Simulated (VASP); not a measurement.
# Au (C2/m) in VASP: a series of runs

The runs below take Au through single point, with PBEsol.

Program: VASP 6.6.1. These are calculated values, not measurements. Logs are shortened: lines on timing, memory, paths and dates and some standing lists are left out, and cuts for length are marked.

### 1 The cell of the first run

Symmetry: C2/m, No. 12, monoclinic system. The conventional cell has a = 5.023 Å, b = 2.900 Å, c = 4.880 Å, α = 90.00°, β = 90.00°, γ = 90.00°. Au (site symmetry m) has 12 Au at 2.74 to 3.24 Å within 3.6 Å.

### 2 Single point, PBEsol (atom 1 (Au) moved by (-0.200, -0.200) A along y and z)

The input, INCAR:

```
ALGO = Fast ; EDIFF = 1E-6
ENCUT = 520 ; GGA = PS
ISIF = 2 ; ISMEAR = 0
LASPH = T ; LCHARG = F
LREAL = F ; LWAVE = F
NBANDS = 18 ; NELM = 80
PREC = Accurate ; SIGMA = 0.15
```

The input, KPOINTS:

```
k-points
0
Gamma
  18 18 10
```

The input, POSCAR:

```
Au
1.0
    2.8999984104      0.0000000000      0.0000000000
   -1.4499992052      2.5114722944      0.0000000000
    0.0000000000      0.0000000000      4.8800000000
Au
2
Direct
    0.2935160516      0.5870321031      0.7090163934
    0.6666666667      0.3333333333      0.2500000000
```

Potentials or basis: VASP PAW PBE potentials, release 64 (Au).

Run with:

```sh
$ cat potpaw_PBE.64/Au/POTCAR > POTCAR
$ mpirun -np 1 vasp_std > vasp.out
```

OUTCAR:

```text
EDIFF = 1E-6
   ENCUT = 520
   GGA = PS
   ISIF = 2
   ISMEAR = 0
   LASPH = T
   LREAL = F
   NELM = 80
   PREC = Accurate

 ion  position               nearest neighbor table
   1  0.294  0.587  0.709-   2 2.74   2 2.74   2 2.92   2 3.08   2 3.08   2 3.24
   2  0.667  0.333  0.250-   1 2.74   1 2.74   1 2.92   1 3.08   1 3.08   1 3.24

  LATTYP: Found a hexagonal cell.
 ALAT       =     2.8999984104
 C/A-ratio  =     1.6827595431

  Lattice vectors:

 A1 = (   2.8999984104,   0.0000000000,   0.0000000000)
 A2 = (  -1.4499992052,   2.5114722944,   0.0000000000)
 A3 = (   0.0000000000,   0.0000000000,   4.8800000000)

Analysis of symmetry for initial positions (statically):
=====================================================================
 Subroutine PRICEL returns:
 Original cell was already a primitive cell.

 Routine SETGRP: Setting up the symmetry group for a
 hexagonal supercell.

 Subroutine GETGRP returns: Found  4 space group operations
 (whereof  2 operations were pure point group operations)
 out of a pool of 24 trial point group operations.

The static configuration has the point symmetry C_1h.
 The point group associated with its full space group is C_2h.

Analysis of symmetry for dynamics (positions and initial velocities):
=====================================================================
 Subroutine PRICEL returns:
 Original cell was already a primitive cell.

 Routine SETGRP: Setting up the symmetry group for a
 hexagonal supercell.

 Subroutine GETGRP returns: Found  4 space group operations
 (whereof  2 operations were pure point group operations)
 out of a pool of 24 trial point group operations.

The dynamic configuration has the point symmetry C_1h.
 The point group associated with its full space group is C_2h.

 Subroutine INISYM returns: Found  4 space group operations
 (whereof  2 operations are pure point group operations),
 and found     1 'primitive' translations

----------------------------------------------------------------------------------------

                                     Primitive cell

  volume of cell :      35.5423

  direct lattice vectors                    reciprocal lattice vectors
     2.899998410  0.000000000  0.000000000     0.344827775  0.199086409  0.000000000
    -1.449999205  2.511472294  0.000000000     0.000000000  0.398172818  0.000000000
     0.000000000  0.000000000  4.880000000     0.000000000  0.000000000  0.204918033

  length of vectors
     2.899998410  2.899998410  4.880000000     0.398172818  0.398172818  0.204918033

  position of ions in fractional coordinates (direct lattice)
     0.293516052  0.587032103  0.709016393
     0.666666667  0.333333333  0.250000000

  ion indices of the primitive-cell ions
   primitive index   ion index
                 1           1
                 2           2

----------------------------------------------------------------------------------------

 KPOINTS: k-points

Automatic generation of k-mesh.
 Grid dimensions read from file:
 generate k-points for:   18   18   10

 Generating k-lattice:

  Cartesian coordinates                     Fractional coordinates (reciprocal lattice)
     0.019157099  0.011060356  0.000000000     0.055555556  0.000000000  0.000000000
     0.000000000  0.022120712  0.000000000     0.000000000  0.055555556  0.000000000
     0.000000000  0.000000000  0.020491803     0.000000000  0.000000000  0.100000000

  Length of vectors
     0.022120712  0.022120712  0.020491803

  Shift w.r.t. Gamma in fractional coordinates (k-lattice)
     0.000000000  0.000000000  0.000000000

 Subroutine IBZKPT returns following result:
 ===========================================

 Found    866 irreducible k-points:

 Following reciprocal coordinates:
            Coordinates               Weight
  0.000000  0.000000  0.000000      1.000000
  0.055556  0.000000  0.000000      4.000000
  0.000000  0.055556  0.000000      2.000000
  0.111111  0.000000  0.000000      4.000000
  0.000000  0.111111  0.000000      2.000000
  0.166667  0.000000  0.000000      4.000000
[... 16 lines left out ...]
 -0.055556  0.166667  0.000000      4.000000
 -0.166667  0.111111  0.000000      4.000000
 [... further k-points ...]
   k-points           NKPTS =    866   k-points in BZ     NKDIM =    866   number of bands    NBANDS=     18
   number of dos      NEDOS =    301   number of ions     NIONS =      2
   total plane-waves  NPLWV =  20736
   dimension x,y,z NGX =    24 NGY =   24 NGZ =   36
   dimension x,y,z NGXF=    48 NGYF=   48 NGZF=   72
   ions per type =               2
   NGX,Y,Z   is equivalent  to a cutoff of  13.76, 13.76, 12.26 a.u.
   NGXF,Y,Z  is equivalent  to a cutoff of  27.52, 27.52, 24.53 a.u.
 SYSTEM =  unknown system
   PREC   = accura    normal or accurate (medium, high low for compatibility)
   ISTART =      0    job   : 0-new  1-cont  2-samecut
   ICHARG =      2    charge: 1-file 2-atom 10-const
   ISPIN  =      1    spin polarized calculation?
   LNONCOLLINEAR =      F non collinear calculations
   LSORBIT =      F    spin-orbit coupling
   LASPH  =      T    aspherical Exc in radial PAW
   ENCUT  =  520.0 eV  38.22 Ry    6.18 a.u.   5.39  5.39  9.07*2*pi/ulx,y,z
   NELM   =     80;   NELMIN=  2; NELMDL= -5     # of ELM steps
   EDIFF  = 0.1E-05   stopping-criterion for ELM
   LREAL  =      F    real-space projection
   EDIFFG = 0.1E-04   stopping-criterion for IOM
   NSW    =      0    number of steps for IOM
   IBRION =     -1    ionic relax: 0-MD 1-quasi-New 2-CG
   NFREE  =      0    steps in history (QN), initial steepest desc. (CG)
   ISIF   =      2    stress and relaxation
   ISYM   =      2    0-nonsym 1-usesym 2-fastsym
   POTIM  = 0.5000    time-step for ionic-motion
   TEBEG  =    0.0;   TEEND  =   0.0 temperature during run
   PSTRESS=    0.0 pullay stress
   NELECT =      22.0000    total number of electrons
   NUPDOWN=      -1.0000    fix difference up-down
   EMIN   =  10.00;   EMAX   =-10.00  energy-range for DOS
   EFERMI =   0.00;   METHOD = LEGACY
   ISMEAR =     0;   SIGMA  =   0.15  broadening in eV -4-tet -1-fermi 0-gaus
   EFERMI_NEDOS =   21; number of points for ismear=-14 and -15
   IALGO  =     68    algorithm
   IMIX   =      4    mixing-type and parameters
     AMIX     =   0.40;   BMIX     =  1.00
     AMIX_MAG =   1.60;   BMIX_MAG =  1.00
  volume/ion in A,a.u.               =      17.77       119.93
  Fermi-wavevector in a.u.,A,eV,Ry     =   1.395191  2.636529 26.484537  1.946559
  Thomas-Fermi vector in A             =   2.518667
   LORBIT       =      0    0 simple, 1 ext, 2 COOP (PROOUT), +10 PAW based schemes
   GGA     = PS    functional components
   LHFCALC =     F    Hartree Fock is set to
   AEXX    =    0.0000 exact exchange contribution
   IVDW    =     0    specifies the selected vdW correction
   LEPSILON=     F    determine dielectric tensor
   LRPA    =     F    only Hartree local field effects (RPA)
 non-spin polarized calculation
 RMM-DIIS sequential band-by-band and
 Gauss-broadening in eV      SIGMA  =   0.15
  energy-cutoff  :      520.00
  volume of cell :       35.54
 maximum number of plane-waves:       984
 NGX is ok and might be reduce to    24
   NGX = 11   NGY = 11   NGZ = 19

 number of electron      22.0000001 magnetization

 Free energy of the ion-electron system (eV)
  ---------------------------------------------------
  ext. energy  EPLUGINS =         0.00000000
  ---------------------------------------------------
  free energy    TOTEN  =        -7.66917531 eV

  energy without entropy =       -7.65978373  energy(sigma->0) =       -7.66447952

 E-fermi :   8.5799     XC(G=0): -12.6157

 val. band max:        8.5745422961   @ k =  -0.1667   0.4444   0.5000
 cond. band min:       8.5842207572   @ k =   0.0556   0.5000   0.3000
 fundamental gap:      0.0096784610
 Fermi energy:         8.5798627916

 k-point     1 :       0.0000    0.0000    0.0000
  band No.  band energies     occupation
      1      -0.9493      2.00000
      2       1.4730      2.00000
      3       3.8387      2.00000
      4       4.1073      2.00000
      5       4.2306      2.00000
      6       4.4017      2.00000
[... 10 lines left out ...]
     17      26.1375      0.00000
     18      27.6451      0.00000

 k-point     2 :       0.0556    0.0000    0.0000
  band No.  band energies     occupation
      1      -0.8542      2.00000
      2       1.5535      2.00000
      3       3.8187      2.00000
      4       4.1112      2.00000
      5       4.2761      2.00000
      6       4.3793      2.00000
[... 10 lines left out ...]
     17      25.5758      0.00000
     18      27.1419      0.00000

 k-point     3 :       0.0000    0.0556    0.0000
  band No.  band energies     occupation
      1      -0.8560      2.00000
      2       1.5465      2.00000
      3       3.8242      2.00000
      4       4.1686      2.00000
      5       4.2242      2.00000
      6       4.4309      2.00000
[... 10 lines left out ...]
     17      25.7338      0.00000
     18      27.0796      0.00000

 k-point     4 :       0.1111    0.0000    0.0000
  band No.  band energies     occupation
      1      -0.5746      2.00000
      2       1.7815      2.00000
      3       3.7287      2.00000
      4       4.0865      2.00000
      5       4.3550      2.00000
      6       4.4422      2.00000
[... 375 lines left out ...]
      4       4.0238      2.00000
      5       4.4083      2.00000
      6       4.5592      2.00000
[... 10 lines left out ...]
     17      25.3569      0.00000
     18      26.2551      0.00000

 k-point    23 :      -0.0556    0.1667    0.0000
  band No.  band energies     occupation
      1      -0.3171      2.00000
      2       1.9420      2.00000
      3       3.6621      2.00000
      4       4.1291      2.00000
      5       4.4072      2.00000
      6       4.4992      2.00000
[... 10 lines left out ...]
     17      25.1918      0.00000
     18      26.5656      0.00000

 k-point    24 :      -0.1667    0.1111    0.0000
  band No.  band energies     occupation
      1      -0.3004      2.00000
      2       2.0002      2.00000
      3       3.6329      2.00000
      4       4.0908      2.00000
      5       4.2669      2.00000
      6       4.5599      2.00000
[... 10 lines left out ...]
     17      25.7334      0.00000
     18      25.9255      0.00000

 [... further k-points ...]

------------------------ aborting loop because EDIFF is reached ----------------------------------------

  FORCE on cell =-STRESS in cart. coord.  units (eV):
  Direction    XX          YY          ZZ          XY          YZ          ZX
  --------------------------------------------------------------------------------------
  -------------------------------------------------------------------------------------
  Total       -0.7093089     -1.0750379     -0.2435219      0.0000000      0.2850726      0.0000000
  in kB      -31.9742222    -48.4605547    -10.9774788      0.0000000     12.8505039      0.0000000
  external PRESSURE =     -30.4707519 kB  Pullay stress =       0.0000000 kB

 VOLUME and BASIS-vectors are now :
 -----------------------------------------------------------------------------
  energy-cutoff  :      520.00
  volume of cell :       35.54
      direct lattice vectors                 reciprocal lattice vectors
     2.899998410  0.000000000  0.000000000     0.344827775  0.199086409  0.000000000
    -1.449999205  2.511472294  0.000000000     0.000000000  0.398172818  0.000000000
     0.000000000  0.000000000  4.880000000     0.000000000  0.000000000  0.204918033

 POSITION                                       TOTAL-FORCE (eV/Angst)
 -----------------------------------------------------------------------------------
      0.00000      1.47431      3.46000         0.000000      0.090137      1.325449
      1.45000      0.83716      1.22000        -0.000000     -0.090137     -1.325449
 -----------------------------------------------------------------------------------
    total drift:                               -0.000000      0.000005      0.000001

  FREE ENERGIE OF THE ION-ELECTRON SYSTEM (eV)
  ---------------------------------------------------
  free  energy   TOTEN  =        -7.6691753100 eV

  energy  without entropy=       -7.6597837325  energy(sigma->0) =       -7.66447952
```

Run time: 6.7 min. Hardware: 1 thread of Intel Xeon Platinum 8259CL at 2.50GHz (Skylake/Cascade Lake), shared host; peak memory 0.53 GiB.

Results:

* Free energy: -7.6692 eV
* Pressure: -3.0 GPa
* Largest force: 1.329 eV/Å
* Band gap on the k mesh: zero (band 11 reaches 12.42 eV, above the bottom of band 12 at 6.30 eV)

Forces on the atoms (eV/Å):
```
Au   0.000  0.090  1.325
Au   0.000 -0.090 -1.325
```

Levels at points of the mesh, in eV from the Fermi level:
```tsv
k point	band 9	band 10	band 11	band 12	band 13	band 14
(0.00, 0.00, 0.00)	-3.02	-2.40	-1.78	-0.92	2.34	14.46
(0.50, 0.00, 0.00)	-1.88	-1.61	0.53	1.35	5.65	6.69
(0.00, 0.50, 0.00)	-1.76	-1.65	-0.02	1.74	5.08	6.50
(0.00, 0.00, 0.50)	-2.99	-2.60	-2.36	-2.27	9.00	11.70
(0.50, 0.00, 0.50)	-1.81	-1.64	0.18	0.51	3.68	4.11
(0.00, 0.50, 0.50)	-1.73	-1.71	0.67	1.16	3.22	3.81
```

Caveat: the cell differs from its parent crystal (atom 1 (Au) moved by (-0.200, -0.200) A along y and z); the PAW data sets were made with another functional, which shifts forces and pressure a little; spin-orbit coupling is left out, which moves the levels of the heavy elements.

### 3 Single point, PBEsol (atom 1 (Au) moved by (+0.200, -0.200) A along y and z)

The input, INCAR:

```
PREC = Accurate
ENCUT = 520
EDIFF = 1E-7
ISMEAR = 0
SIGMA = 0.15
LREAL = False
LASPH = True
NELM = 80
ALGO = Fast
ISIF = 2
LWAVE = False
LCHARG = True
GGA = PS
LELF = True
LVHAR = True
NBANDS = 18
```

The input, KPOINTS:

```
regular mesh
0
Gamma
  18 18 10
```

Edit POSCAR of step 2 so:

```diff
@@ -8,3 +8,3 @@
 Direct
-    0.2935160516      0.5870321031      0.7090163934
+    0.3731506151      0.7463012302      0.7090163934
     0.6666666667      0.3333333333      0.2500000000
```

Potentials or basis: VASP PAW PBE potentials, release 64 (Au).

Run with:

```sh
$ cat potpaw_PBE.64/Au/POTCAR > POTCAR
$ mpirun -np 1 vasp_std > vasp.out
```

Run time: 7.9 min. Hardware: 1 thread of Intel Xeon Platinum 8259CL at 2.50GHz (Skylake/Cascade Lake), shared host; peak memory 0.53 GiB.

Results (log left out):

- Free energy: -7.6597 eV
- Pressure: -2.9 GPa
- Largest force: 1.375 eV/Å
- Band gap on the k mesh: zero (band 11 reaches 12.39 eV, above the bottom of band 12 at 6.31 eV)

Forces on the atoms (eV/Å):
```
Au   0.000 -0.228  1.355
Au   0.000  0.228 -1.355
```

Stress tensor (GPa, compression positive):
```
-4.86  0.00  0.00
 0.00 -3.20 -2.32
 0.00 -2.32 -0.55
```

Levels at points of the mesh, in eV from the Fermi level:
| k point | band 8 | band 9 | band 10 | band 11 | band 12 | band 13 | band 14 | band 15 |
| --- | --- | --- | --- | --- | --- | --- | --- | --- |
| (0.00, 0.00, 0.00) | -3.58 | -3.04 | -2.37 | -1.83 | -0.92 | 2.35 | 14.48 | 16.04 |
| (0.50, 0.00, 0.00) | -1.95 | -1.79 | -1.66 | 0.18 | 1.62 | 5.25 | 6.97 | 7.16 |
| (0.00, 0.50, 0.00) | -1.92 | -1.92 | -1.57 | 0.72 | 1.19 | 5.91 | 6.44 | 8.51 |
| (0.00, 0.00, 0.50) | -4.17 | -2.96 | -2.58 | -2.34 | -2.26 | 9.01 | 11.71 | 14.77 |
| (0.50, 0.00, 0.50) | -2.33 | -1.76 | -1.68 | 0.49 | 0.94 | 3.39 | 3.94 | 12.44 |
| (0.00, 0.50, 0.50) | -1.88 | -1.84 | -1.65 | 0.08 | 0.33 | 3.80 | 4.14 | 12.33 |

Caveat: the cell differs from its parent crystal (atom 1 (Au) moved by (+0.200, -0.200) A along y and z); the PAW data sets were made with another functional, which shifts forces and pressure a little; spin-orbit coupling is left out, which moves the levels of the heavy elements.
